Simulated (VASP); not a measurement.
A run of VASP 6.6.1 is set up as follows.

File POSCAR:

```
Tl
1.0
    0.0000000000      2.4612498695      2.4612498695
    2.4612498695      0.0000000000      2.4612498695
    2.4612498695      2.4612498695      0.0000000000
Tl
1
Direct
    0.0000000000      0.0000000000      0.0000000000
```

File INCAR.step1:

```
SYSTEM = Tl
ALGO = Normal
EDIFF = 1E-4
ENCUT = 520
GGA = PE
ISMEAR = 0
LASPH = .TRUE.
LCHARG = .FALSE.
LREAL = .FALSE.
LWAVE = .TRUE.
NBANDS = 12
NELM = 60
PREC = Accurate
SIGMA = 0.1
```

File INCAR.step2:

```
SYSTEM = Tl
ALGO = Normal
EDIFF = 1E-7
ENCUT = 520
ISIF = 2
ISMEAR = 0
ISTART = 1
LASPH = .TRUE.
LCHARG = .FALSE.
LMIXTAU = .TRUE.
LREAL = .FALSE.
LWAVE = .FALSE.
METAGGA = R2SCAN
NBANDS = 12
NELM = 60
PREC = Accurate
SIGMA = 0.1
```

File KPOINTS:

```
k-points
0
G
  14 14 14
  0 0 0
```

Potentials or basis: VASP PAW PBE potentials, release 64 (Tl_d).

The run is started by

```console
$ cat potpaw_PBE.64/Tl_d/POTCAR > POTCAR
$ cp INCAR.step1 INCAR
$ mpirun -np 1 vasp_std > vasp.out
$ cp INCAR.step2 INCAR
$ mpirun -np 1 vasp_std > vasp.out
```

(1) What does it give for the band gap on the k mesh?

(2) What does it give for the pressure?

Answers

(1) zero (an odd number of electrons rules out a gap without spin polarisation).

(2) 0.0 GPa.

Caveat: the PAW data sets were made with another functional, which shifts forces and pressure a little; spin-orbit coupling is left out, which moves the levels of the heavy elements.
